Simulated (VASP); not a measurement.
# Al6O (P3m1) in VASP: further runs

The runs below take Al6O through relaxation of cell and atoms, single point, with PBE.

Everything below comes from runs of VASP 6.6.1. Logs are shortened: lines on timing, memory, paths and dates and some standing lists are left out, and cuts for length are marked.

## 1. The cell of the first run

The structure is trigonal, space group P3m1 (No. 156). The conventional cell has a = 2.860 Å, b = 2.860 Å, c = 14.350 Å, α = 90.00°, β = 90.00°, γ = 120.00°. Al (site symmetry 3m) has 3 O at 1.84 Å within 2.4 Å. Al (site symmetry 3m) has 1 O at 1.85 Å within 2.5 Å. Within 3.8 Å of Al (site symmetry 3m) lie 12 Al at 2.86 Å. Within 3.8 Å of Al (site symmetry 3m) lie 12 Al at 2.86 Å. Within 3.8 Å of Al (site symmetry 3m) lie 12 Al at 2.86 Å. Al (site symmetry 3m) has 12 Al at 2.86 Å and 3 O at 3.55 Å within 3.8 Å. O (site symmetry 3m) has 4 Al at 1.84 to 1.85 Å within 2.4 Å.

## 2. Relaxation of cell and atoms, PBE

INCAR reads:

```
SYSTEM = Al6O
PREC = Accurate
ENCUT = 600
EDIFF = 1E-7
ISMEAR = 0
SIGMA = 0.2
LREAL = .False.
LASPH = .True.
NELM = 60
ALGO = Normal
ISIF = 3
LWAVE = .False.
LCHARG = .False.
GGA = PE
IBRION = 2
NSW = 36
EDIFFG = -0.08
```

KPOINTS reads:

```
Automatic mesh
0
Gamma
  6 6 2
  0 0 0
```

POSCAR reads:

```
Al6O
1.0
    2.8600000000      0.0000000000      0.0000000000
   -1.4300000000      2.4768326500      0.0000000000
    0.0000000000      0.0000000000     14.3500000000
Al O
6 1
Direct
    0.3333333300      0.6666666700      0.0560000000
    0.0000000000      0.0000000000      0.8710000000
    0.6666666700      0.3333333300      0.7080000000
    0.0000000000      0.0000000000      0.3820000000
    0.3333333300      0.6666666700      0.5450000000
    0.6666666700      0.3333333300      0.2190000000
    0.0000000000      0.0000000000      0.0000000000
```

Potentials or basis: VASP PAW PBE potentials, release 64 (Al, O).

Run with:

```console
> cat potpaw_PBE.64/Al/POTCAR potpaw_PBE.64/O/POTCAR > POTCAR
> mpirun -np 1 vasp_std > vasp.out
```

OUTCAR:

```text
SYSTEM = Al6O
   PREC = Accurate
   ENCUT = 600
   EDIFF = 1E-7
   ISMEAR = 0
   LREAL = .False.
   LASPH = .True.
   NELM = 60
   ISIF = 3
   GGA = PE
   IBRION = 2
   NSW = 36
   EDIFFG = -0.08

 ion  position               nearest neighbor table
   1  0.333  0.667  0.056-   7 1.84   7 1.84   7 1.84   6 2.86   6 2.86   6 2.86   2 3.13   2 3.13
                             2 3.13
   2  0.000  0.000  0.871-   7 1.85   3 2.86   3 2.86   3 2.86   1 3.13   1 3.13   1 3.13
   3  0.667  0.333  0.708-   5 2.86   5 2.86   2 2.86   2 2.86   2 2.86   5 2.86
   4  0.000  0.000  0.382-   6 2.86   5 2.86   6 2.86   5 2.86   6 2.86   5 2.86
   5  0.333  0.667  0.545-   3 2.86   3 2.86   4 2.86   4 2.86   4 2.86   3 2.86
   6  0.667  0.333  0.219-   1 2.86   4 2.86   1 2.86   4 2.86   4 2.86   1 2.86
   7  0.000  0.000  0.000-   1 1.84   1 1.84   1 1.84   2 1.85

  LATTYP: Found a hexagonal cell.
 ALAT       =     2.8600000000
 C/A-ratio  =     5.0174825175

  Lattice vectors:

 A1 = (   2.8600000000,   0.0000000000,   0.0000000000)
 A2 = (  -1.4300000000,   2.4768326500,   0.0000000000)
 A3 = (   0.0000000000,   0.0000000000,  14.3500000000)

Analysis of symmetry for initial positions (statically):
=====================================================================
 Subroutine PRICEL returns:
 Original cell was already a primitive cell.

 Routine SETGRP: Setting up the symmetry group for a
 hexagonal supercell.

 Subroutine GETGRP returns: Found  6 space group operations
 (whereof  6 operations were pure point group operations)
 out of a pool of 24 trial point group operations.

The static configuration has the point symmetry C_3v.

Analysis of symmetry for dynamics (positions and initial velocities):
=====================================================================
 Subroutine PRICEL returns:
 Original cell was already a primitive cell.

 Routine SETGRP: Setting up the symmetry group for a
 hexagonal supercell.

 Subroutine GETGRP returns: Found  6 space group operations
 (whereof  6 operations were pure point group operations)
 out of a pool of 24 trial point group operations.

The dynamic configuration has the point symmetry C_3v.

 Subroutine INISYM returns: Found  6 space group operations
 (whereof  6 operations are pure point group operations),
 and found     1 'primitive' translations

----------------------------------------------------------------------------------------

                                     Primitive cell

  volume of cell :     101.6517

  direct lattice vectors                    reciprocal lattice vectors
     2.860000000  0.000000000  0.000000000     0.349650350  0.201870724  0.000000000
    -1.430000000  2.476832650  0.000000000     0.000000000  0.403741448  0.000000000
     0.000000000  0.000000000 14.350000000     0.000000000  0.000000000  0.069686411

  length of vectors
     2.860000000  2.859999996 14.350000000     0.403741447  0.403741448  0.069686411

  position of ions in fractional coordinates (direct lattice)
     0.333333330  0.666666670  0.056000000
     0.000000000  0.000000000  0.871000000
     0.666666670  0.333333330  0.708000000
     0.000000000  0.000000000  0.382000000
     0.333333330  0.666666670  0.545000000
     0.666666670  0.333333330  0.219000000
     0.000000000  0.000000000  0.000000000

  ion indices of the primitive-cell ions
   primitive index   ion index
                 1           1
                 2           2
                 3           3
                 4           4
                 5           5
                 6           6
                 7           7

----------------------------------------------------------------------------------------

 KPOINTS: Automatic mesh

Automatic generation of k-mesh.
 Grid dimensions read from file:
 generate k-points for:    6    6    2

 Generating k-lattice:

  Cartesian coordinates                     Fractional coordinates (reciprocal lattice)
     0.058275058  0.033645121  0.000000000     0.166666667  0.000000000  0.000000000
     0.000000000  0.067290241  0.000000000     0.000000000  0.166666667  0.000000000
     0.000000000  0.000000000  0.034843206     0.000000000  0.000000000  0.500000000

  Length of vectors
     0.067290241  0.067290241  0.034843206

  Shift w.r.t. Gamma in fractional coordinates (k-lattice)
     0.000000000  0.000000000  0.000000000

 Subroutine IBZKPT returns following result:
 ===========================================

 Found     14 irreducible k-points:

 Following reciprocal coordinates:
            Coordinates               Weight
  0.000000  0.000000  0.000000      1.000000
  0.166667 -0.000000  0.000000      6.000000
  0.333333 -0.000000  0.000000      6.000000
  0.500000  0.000000  0.000000      3.000000
  0.166667  0.166667  0.000000      6.000000
  0.333333  0.166667  0.000000     12.000000
  0.333333  0.333333  0.000000      2.000000
  0.000000  0.000000  0.500000      1.000000
  0.166667 -0.000000  0.500000      6.000000
  0.333333 -0.000000  0.500000      6.000000
  0.500000  0.000000  0.500000      3.000000
  0.166667  0.166667  0.500000      6.000000
  0.333333  0.166667  0.500000     12.000000
  0.333333  0.333333  0.500000      2.000000
   k-points           NKPTS =     14   k-points in BZ     NKDIM =     14   number of bands    NBANDS=     16
   number of dos      NEDOS =    301   number of ions     NIONS =      7
   total plane-waves  NPLWV =  69120
   dimension x,y,z NGX =    24 NGY =   24 NGZ =  120
   dimension x,y,z NGXF=    48 NGYF=   48 NGZF=  240
   ions per type =               6   1
   NGX,Y,Z   is equivalent  to a cutoff of  13.95, 13.95, 13.90 a.u.
   NGXF,Y,Z  is equivalent  to a cutoff of  27.90, 27.90, 27.80 a.u.
 SYSTEM =  Al6O
   PREC   = accura    normal or accurate (medium, high low for compatibility)
   ISTART =      0    job   : 0-new  1-cont  2-samecut
   ICHARG =      2    charge: 1-file 2-atom 10-const
   ISPIN  =      1    spin polarized calculation?
   LNONCOLLINEAR =      F non collinear calculations
   LSORBIT =      F    spin-orbit coupling
   LASPH  =      T    aspherical Exc in radial PAW
   ENCUT  =  600.0 eV  44.10 Ry    6.64 a.u.   5.71  5.71 28.66*2*pi/ulx,y,z
   NELM   =     60;   NELMIN=  2; NELMDL= -5     # of ELM steps
   EDIFF  = 0.1E-06   stopping-criterion for ELM
   LREAL  =      F    real-space projection
   EDIFFG = -.8E-01   stopping-criterion for IOM
   NSW    =     36    number of steps for IOM
   IBRION =      2    ionic relax: 0-MD 1-quasi-New 2-CG
   NFREE  =      1    steps in history (QN), initial steepest desc. (CG)
   ISIF   =      3    stress and relaxation
   ISYM   =      2    0-nonsym 1-usesym 2-fastsym
   POTIM  = 0.5000    time-step for ionic-motion
   TEBEG  =    0.0;   TEEND  =   0.0 temperature during run
   PSTRESS=    0.0 pullay stress
   NELECT =      24.0000    total number of electrons
   NUPDOWN=      -1.0000    fix difference up-down
   EMIN   =  10.00;   EMAX   =-10.00  energy-range for DOS
   EFERMI =   0.00;   METHOD = LEGACY
   ISMEAR =     0;   SIGMA  =   0.20  broadening in eV -4-tet -1-fermi 0-gaus
   EFERMI_NEDOS =   21; number of points for ismear=-14 and -15
   IALGO  =     38    algorithm
   IMIX   =      4    mixing-type and parameters
     AMIX     =   0.40;   BMIX     =  1.00
     AMIX_MAG =   1.60;   BMIX_MAG =  1.00
  volume/ion in A,a.u.               =      14.52        98.00
  Fermi-wavevector in a.u.,A,eV,Ry     =   1.011829  1.912079 13.929611  1.023798
  Thomas-Fermi vector in A             =   2.144902
   LORBIT       =      0    0 simple, 1 ext, 2 COOP (PROOUT), +10 PAW based schemes
   GGA     = PE    functional components
   LHFCALC =     F    Hartree Fock is set to
   AEXX    =    0.0000 exact exchange contribution
   IVDW    =     0    specifies the selected vdW correction
   LEPSILON=     F    determine dielectric tensor
   LRPA    =     F    only Hartree local field effects (RPA)
 conjugate gradient relaxation of ions
 non-spin polarized calculation
 Gauss-broadening in eV      SIGMA  =   0.20
  energy-cutoff  :      600.00
  volume of cell :      101.65
 maximum number of plane-waves:      3420
 NGX is ok and might be reduce to    24
   NGX = 11   NGY = 11   NGZ = 57

--------------------------------------- Ionic step        1  -------------------------------------------

 number of electron      24.0000001 magnetization

 Free energy of the ion-electron system (eV)
  ---------------------------------------------------
  ext. energy  EPLUGINS =         0.00000000
  ---------------------------------------------------
  free energy    TOTEN  =       -31.26384274 eV

  energy without entropy =      -31.20206700  energy(sigma->0) =      -31.23295487

------------------------ aborting loop because EDIFF is reached ----------------------------------------

  FORCE on cell =-STRESS in cart. coord.  units (eV):
  Direction    XX          YY          ZZ          XY          YZ          ZX
  --------------------------------------------------------------------------------------
  -------------------------------------------------------------------------------------
  Total        2.3387683      2.3387683      5.8469853     -0.0000000      0.0000000      0.0000000
  in kB       36.8623635     36.8623634     92.1569280     -0.0000000      0.0000000      0.0000000
  external PRESSURE =      55.2938850 kB  Pullay stress =       0.0000000 kB
[... 104 lines left out ...]
  FREE ENERGIE OF THE ION-ELECTRON SYSTEM (eV)
  ---------------------------------------------------
  free  energy   TOTEN  =       -31.6062438795 eV

  energy  without entropy=      -31.5409190669  energy(sigma->0) =      -31.57358147

[... ionic steps 4 to 8 ...]

--------------------------------------- Ionic step        9  -------------------------------------------

 number of electron      23.9999999 magnetization

------------------------ aborting loop because EDIFF is reached ----------------------------------------

  FORCE on cell =-STRESS in cart. coord.  units (eV):
  Direction    XX          YY          ZZ          XY          YZ          ZX
  --------------------------------------------------------------------------------------
  -------------------------------------------------------------------------------------
  Total       -0.2324497     -0.2324497     -0.0656526     -0.0000000      0.0000000     -0.0000000
  in kB       -3.5577514     -3.5577514     -1.0048443     -0.0000000      0.0000000     -0.0000000
  external PRESSURE =      -2.7067824 kB  Pullay stress =       0.0000000 kB
[... 67 lines left out ...]
  energy  without entropy=      -31.6046039531  energy(sigma->0) =      -31.63553084

--------------------------------------- Ionic step       11  -------------------------------------------

 number of electron      23.9999999 magnetization

 Free energy of the ion-electron system (eV)
  ---------------------------------------------------
  ext. energy  EPLUGINS =         0.00000000
  ---------------------------------------------------
  free energy    TOTEN  =       -31.66711983 eV

  energy without entropy =      -31.60516698  energy(sigma->0) =      -31.63614340

 E-fermi :   8.2014     XC(G=0): -10.3191

 val. band max:        8.1784453815   @ k =   0.3333  -0.0000   0.0000
 cond. band min:       8.2986642362   @ k =   0.3333   0.1667   0.5000
 fundamental gap:      0.1202188547
 Fermi energy:         8.2013996159

 k-point     1 :       0.0000    0.0000    0.0000
  band No.  band energies     occupation
      1     -13.8115      2.00000
      2      -2.7774      2.00000
      3      -2.6485      2.00000
      4      -1.2941      2.00000
      5      -1.1501      2.00000
      6       1.3656      2.00000
[... 8 lines left out ...]
     15      15.6678      0.00000
     16      18.4629      0.00000
[... 279 lines left out ...]
  FREE ENERGIE OF THE ION-ELECTRON SYSTEM (eV)
  ---------------------------------------------------
  free  energy   TOTEN  =       -31.6671198328 eV

  energy  without entropy=      -31.6051669762  energy(sigma->0) =      -31.63614340

 reached required accuracy - stopping structural energy minimisation
```

It took 1.8 min on 1 thread of Intel Xeon 6975P-C (Granite Rapids), shared host; peak memory 0.25 GiB.

What came out:

```yaml
Free_energy: -31.6671 eV
Relaxed_volume: 14.93 Å³/atom
Relaxed_cell: a = 2.869 Å, b = 2.869 Å, c = 14.661 Å, α = 90.00°, β = 90.00°, γ = 120.00°
Space_group_after_relaxing_to_0.1_Å: P3m1 (No. 156)
Energy_gained_by_relaxing: 57.6 meV/atom
Ionic_steps: 11
Pressure_after_relaxing: -0.1 GPa
Largest_force_after_relaxing: 0.079 eV/Å
Band_gap_on_the_k_mesh: zero (bands 12 and 13 overlap by 3.72 eV)
```

Forces on the atoms (eV/Å):
```
Al   0.000  0.000  0.055
Al   0.000  0.000 -0.024
Al   0.000  0.000  0.051
Al   0.000  0.000 -0.016
Al   0.000  0.000 -0.079
Al   0.000  0.000 -0.005
O    0.000  0.000  0.017
```

Stress tensor (GPa, compression positive):
```
-0.17  0.00  0.00
 0.00 -0.17  0.00
 0.00  0.00  0.00
```

The path:
```csv
step,energy change (eV),largest force (eV/Å),pressure (GPa),volume (Å³)
1,0.0000,2.7737,5.53,101.65
2,-0.3172,0.3870,-3.72,109.18
3,-0.3424,0.4077,-2.09,107.53
4,-0.3780,0.2644,-0.51,105.13
5,-0.3804,0.2741,0.05,104.36
6,-0.3872,0.2163,0.24,104.18
7,-0.3956,0.3208,0.86,103.63
8,-0.3993,0.2493,0.53,103.93
9,-0.4026,0.0930,-0.27,104.68
10,-0.4026,0.0942,-0.18,104.59
11,-0.4033,0.0788,-0.12,104.49
```

Final structure:
```
CELL_PARAMETERS angstrom
2.86881 0.00000 0.00000
-1.43441 2.48446 0.00000
0.00000 0.00000 14.66056
ATOMIC_POSITIONS crystal
Al 0.33333 0.66667 0.06778
Al 0.00000 0.00000 0.86294
Al 0.66667 0.33333 0.70079
Al 0.00000 0.00000 0.38258
Al 0.33333 0.66667 0.54220
Al 0.66667 0.33333 0.22238
O 0.00000 0.00000 0.00233
```

Levels at points of the mesh, in eV from the Fermi level:
| k point | band 10 | band 11 | band 12 | band 13 | band 14 | band 15 |
| --- | --- | --- | --- | --- | --- | --- |
| (0.00, 0.00, 0.00) | -3.14 | -2.14 | 1.70 | 2.48 | 5.94 | 7.47 |
| (0.50, 0.00, 0.00) | -3.49 | -2.95 | -1.60 | -0.75 | -0.47 | 0.83 |
| (0.00, 0.00, 0.50) | -4.39 | -0.85 | 0.26 | 4.13 | 4.60 | 8.25 |
| (0.50, 0.00, 0.50) | -3.41 | -2.47 | -2.14 | -0.92 | -0.08 | 1.17 |

Caveat: the k points lie up to 0.42 Å⁻¹ apart in the final cell, too coarse for converged energies and pressures of a metal; the highest band is partly filled, so the run has too few bands; the relaxation stopped at a loose force limit of 0.08 eV/Å, so its end isn't a converged minimum.

## 3. Single point, PBE (16.43 Å³/atom)

This run uses another cell than the first one, of 16.43 Å³/atom.

INCAR reads:

```
PREC = Accurate
ENCUT = 520
EDIFF = 1E-7
ISMEAR = 0
SIGMA = 0.1
LREAL = F
LASPH = T
NELM = 100
ALGO = Normal
ISIF = 2
LWAVE = F
LCHARG = T
GGA = PE
LELF = T
LVHAR = T
NBANDS = 21
```

KPOINTS reads:

```
regular mesh
0
Gamma
  12 12 2
```

POSCAR reads:

```
Al6O
1.0
    2.8934568330      0.0000000000      0.0000000000
   -1.4467284165      2.5058071222      0.0000000000
    0.0000000000      0.0000000000     15.8591446502
Al O
6 1
Direct
    0.3333333333      0.6666666667      0.0912611476
    0.0000000000      0.0000000000      0.8200601506
    0.6666666667      0.3333333333      0.6733244491
    0.0000000000      0.0000000000      0.3828158127
    0.3333333333      0.6666666667      0.5285327488
    0.6666666667      0.3333333333      0.2398234311
    0.0000000000      0.0000000000      0.0451822599
```

Potentials or basis: VASP PAW PBE potentials, release 64 (Al, O).

Run with:

```console
> cat potpaw_PBE.64/Al/POTCAR potpaw_PBE.64/O/POTCAR > POTCAR
> mpirun -np 1 vasp_std > vasp.out
```

Wall time 43 s (1 thread of Intel Xeon 6975P-C (Granite Rapids), shared host); peak memory 0.28 GiB.

Results (log left out):

* Free energy: -31.4551 eV
* Pressure: -0.2 GPa
* Largest force: 0.010 eV/Å
* Band gap on the k mesh: zero (bands 12 and 13 overlap by 3.64 eV)

Forces in eV/Å, atoms in the order of the input:
```
Al   0.000  0.000 -0.006
Al   0.000  0.000 -0.001
Al   0.000  0.000 -0.001
Al   0.000  0.000 -0.004
Al   0.000  0.000  0.003
Al   0.000  0.000 -0.001
O    0.000  0.000  0.010
```

Levels at points of the mesh, in eV from the Fermi level:
| k point | band 10 | band 11 | band 12 | band 13 | band 14 | band 15 |
| --- | --- | --- | --- | --- | --- | --- |
| (0.00, 0.00, 0.00) | -3.36 | -1.72 | 1.20 | 2.56 | 5.55 | 6.61 |
| (0.50, 0.00, 0.00) | -3.38 | -2.41 | -1.60 | -0.47 | -0.25 | 1.30 |
| (0.00, 0.00, 0.50) | -3.89 | -1.15 | 0.47 | 3.55 | 4.44 | 7.66 |
| (0.50, 0.00, 0.50) | -3.35 | -2.34 | -1.73 | -0.51 | -0.08 | 1.27 |

The gap in the log of VASP goes by the Fermi energy; the results here count the filled bands.